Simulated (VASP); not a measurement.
A run of VASP 6.6.1:

Contents of INCAR:

```
PREC = Accurate ; ENCUT = 520
EDIFF = 1E-7 ; ISMEAR = -1
SIGMA = 0.02 ; LREAL = False
LASPH = True ; NELM = 80
ALGO = Normal ; ISIF = 2
LWAVE = False ; LCHARG = False
GGA = PE ; NBANDS = 36
```

File KPOINTS:

```
Automatic mesh
0
Gamma
  9 9 1
```

POSCAR

```
Ge
1.0
    4.0736070246      0.0000000000      0.0000000000
   -2.0368035123      3.5278471684      0.0000000000
    0.0000000000      0.0000000000     20.1576000000
Ge
4
Direct
    0.1666666667      0.3333333333      0.3961578051
    0.5000000000      1.0000000000      0.4336302494
    0.5000000000      1.0000000000      0.5663697484
    0.8333333333      0.6666666667      0.6038421977
```

Potentials or basis: VASP PAW PBE potentials, release 64 (Ge_d).

Launch:

```console
$ cat potpaw_PBE.64/Ge_d/POTCAR > POTCAR
$ mpirun -np 1 vasp_std > vasp.out
```

Hardware: 1 thread of AMD EPYC 7R13 Processor (Zen 3) (shared host).

Task: Estimate the wall time of this run.

Result: Run time: 2.5 min on 1 thread of AMD EPYC 7R13 Processor (Zen 3) (shared host), peak memory 0.37 GiB. Counts: scf iterations 23, k points 12.
